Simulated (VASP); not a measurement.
Set up this calculation in VASP 6.6.1, as the native input.

```
Task                   : single point
Functional             : PBE
Potentials or basis    : VASP PAW PBE potentials, release 64 (Al, Cu)
Cutoff                 : 520 eV
k mesh                 : 14 × 14 × 14
Occupations            : gaussian, width 0.15 eV
Spin                   : no spin polarisation
Dipole correction      : no
Further INCAR settings : ALGO = Fast; EDIFF = 1e-06; NBANDS = 16
```

The structure of Al2Cu lies in POSCAR:

```
Al2Cu
1.0
   -2.0479740730      2.0479740730      2.9587710369
    2.0479740730     -2.0479740730      2.9587710369
    1.9935877002      1.9935877002     -2.9587710369
Al Cu
2 1
Direct
    0.7500000000      0.2500000000      0.5000000000
    0.2500000000      0.7500000000      0.5000000000
    0.5000000000      0.5000000000      0.0000000000
```

This cell differs from its parent crystal: strain +e along x and -e along y -0.0133, strain +e along z and -e/2 along x and y +0.0233.

One way to write it, as run:

INCAR

```
PREC     = Accurate       # precision mode
ENCUT    = 520            # plane-wave cutoff, eV
EDIFF    = 1E-6           # SCF threshold, eV
ISMEAR   = 0              # smearing method
SIGMA    = 0.15           # smearing width, eV
LREAL    = False          # projectors in reciprocal space
LASPH    = True           # aspherical terms in the spheres
NELM     = 60             # most SCF steps
ALGO     = Fast           # electronic algorithm
ISIF     = 2              # what is computed and relaxed
LWAVE    = False          # write WAVECAR
LCHARG   = False          # write CHGCAR
GGA      = PE             # functional
NBANDS   = 16             # bands
```

KPOINTS

```
Automatic mesh
0
Gamma
  14 14 14
```

Potentials or basis: VASP PAW PBE potentials, release 64 (Al, Cu).

Run with:

```console
$ cat potpaw_PBE.64/Al/POTCAR potpaw_PBE.64/Cu/POTCAR > POTCAR
$ mpirun -np 1 vasp_std > vasp.out
```

It gave:

```yaml
Pressure: 0.4 GPa
```

Caveat: the cell differs from its parent crystal (strain +e along x and -e along y -0.0133, strain +e along z and -e/2 along x and y +0.0233).

Wall time 4.2 min on 1 thread of AMD EPYC 9R45 96-Core Processor (Zen 5), on a shared host, peak memory 0.4 GiB.
